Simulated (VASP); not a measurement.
Write the native input for VASP 6.6.1 that does the following.

| Item | Value |
| --- | --- |
| Task | single point |
| Functional | PBEsol |
| Potentials or basis | VASP PAW PBE potentials, release 64 (Mg, O) |
| Cutoff | 600 eV |
| k mesh | 6 × 6 × 6 |
| Occupations | gaussian, width 0.05 eV |
| Spin | no spin polarisation |
| Dipole correction | no |
| Further INCAR settings | ALGO = Normal; EDIFF = 1e-06; NBANDS = 40 |

The structure of MgO2 lies in POSCAR:

```
MgO2
1.0
    4.8409988964     -0.0000247734     -0.0000446405
   -0.0000247734      4.8409888445     -0.0000247282
   -0.0000446405     -0.0000247282      4.8409911272
Mg O
4 8
Direct
    0.0000060948      0.4999988860      0.5000005380
    0.5000049515      0.5000003785     -0.0000031917
    0.5000083908     -0.0000017299      0.4999988076
    0.0000027378     -0.0000019084      0.0000025185
    0.4116285777      0.0883673632      0.9116294189
    0.0883630938      0.9116340140      0.4116391390
    0.9116279580      0.4116343193      0.0883667654
    0.5883657004      0.5883668490      0.5883650195
    0.4116340199      0.4116303694      0.4116302726
    0.0883640061      0.5883632462      0.9116385887
    0.9116347808      0.0883693704      0.5883679031
    0.5883596884      0.9116388423      0.0883642205
```

One way to write it, as run:

INCAR

```
ALGO = Normal
EDIFF = 1E-6
ENCUT = 600
GGA = PS
GGA_COMPAT = F
ISIF = 2
ISMEAR = 0
LASPH = T
LCHARG = F
LREAL = F
LWAVE = F
NBANDS = 40
NELM = 120
PREC = Accurate
SIGMA = 0.05
```

KPOINTS

```
k-points
0
Gamma
  6 6 6
```

Potentials or basis: VASP PAW PBE potentials, release 64 (Mg, O).

Run with:

```console
$ cat potpaw_PBE.64/Mg/POTCAR potpaw_PBE.64/O/POTCAR > POTCAR
$ mpirun -np 1 vasp_std > vasp.out
```

It gave:

```yaml
Pressure: -0.3 GPa
Largest_force: 0.185 eV/Å
Band_gap_on_the_k_mesh: 3.95 eV (least direct gap 4.07 eV)
```

Caveat: the PAW data sets were made with another functional, which shifts forces and pressure a little.

Run time: 13 min on 1 thread of Intel Xeon 8259CL, on a shared host, peak memory 0.56 GiB.
